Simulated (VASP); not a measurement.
Set up this calculation in VASP 6.6.1, as the native input.

- Task: single point
- Functional: LDA
- Potentials or basis: VASP PAW LDA potentials, release 64 (Mg_sv, S)
- Cutoff: 750 eV
- k mesh: 8 × 8 × 8
- Occupations: gaussian, width 0.01 eV
- Spin: no spin polarisation
- Dipole correction: no
- Mended: yes
- Further INCAR settings: ALGO = Normal; EDIFF = 1e-06; NBANDS = 15

The structure of MgS lies in POSCAR:

```
MgS
1.0
    0.0000000000      2.5545658665      2.5545658665
    2.5545658665      0.0000000000      2.5545658665
    2.5545658665      2.5545658665      0.0000000000
Mg S
1 1
Direct
    0.0000000000      0.0000000000      0.0000000000
    0.5000000000      0.5000000000      0.5000000000
```

The input as run:

INCAR

```
PREC = Accurate
ENCUT = 750
EDIFF = 1E-6
ISMEAR = 0
SIGMA = 0.01
LREAL = False
LASPH = True
NELM = 120
ALGO = Normal
ISIF = 2
LWAVE = False
LCHARG = True
GGA = CA
LELF = True
LVHAR = True
NBANDS = 15
GGA_COMPAT = False
```

KPOINTS

```
Automatic mesh
0
Gamma
  8 8 8
```

Potentials or basis: VASP PAW LDA potentials, release 64 (Mg_sv, S).

Run with:

```sh
$ cat potpaw_LDA.64/Mg_sv/POTCAR potpaw_LDA.64/S/POTCAR > POTCAR
$ mpirun -np 1 vasp_std > vasp.out
```

It gave:

```yaml
Pressure: 0.8 GPa
Band_gap_on_the_k_mesh: 2.69 eV (least direct gap 3.95 eV)
```

Run time: 16 s on 1 thread of Intel(R) Xeon(R) Platinum 8375C CPU @ 2.90GHz (Ice Lake), on a shared host, peak memory 0.16 GiB.
